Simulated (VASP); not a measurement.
Crystal: Rh.

```xyz
2
Lattice="2.6752 0.0000 0.0000 -1.3376 2.3168 0.0000 0.0000 0.0000 4.3381" Properties=species:S:1:pos:R:3 pbc="T T T"
Rh    0.0000    1.5445    1.0845
Rh    1.3376    0.7723    3.2536
```

This cell differs from its parent crystal: volume scaled by 0.94.

Base run:

```yaml
Program: VASP 6.6.1
Functional: PBE
Potentials_or_basis: VASP PAW PBE potentials, release 64 (Rh_pv)
Cutoff: 520 eV
k_mesh: 11 × 11 × 6
Occupations: fermi-dirac, width 0.05 eV
Spin: no spin polarisation
```

Its results: band gap on the k mesh zero (band 15 reaches 13.06 eV, above the bottom of band 16 at 10.62 eV); pressure 13.8 GPa.

After a change of settings the same cell gave: band gap on the k mesh zero (band 15 reaches 12.93 eV, above the bottom of band 16 at 10.46 eV); pressure 2.4 GPa. Which change was it?
A. further incar settings from ALGO = Normal; EDIFF = 1e-06; NBANDS = 22 to ALGO = Normal; EDIFF = 1e-07; NBANDS = 22
B. functional from PBE to r2SCAN; further incar settings from ALGO = Normal; EDIFF = 1e-06; NBANDS = 22 to ALGO = Normal; EDIFF = 1e-07; NBANDS = 22
C. functional from PBE to PBEsol

C.

PBEsol binds more tightly than PBE, so the same cell stands under less pressure.

Caveats: the PAW data sets were made with another functional, which shifts forces and pressure a little (some runs).
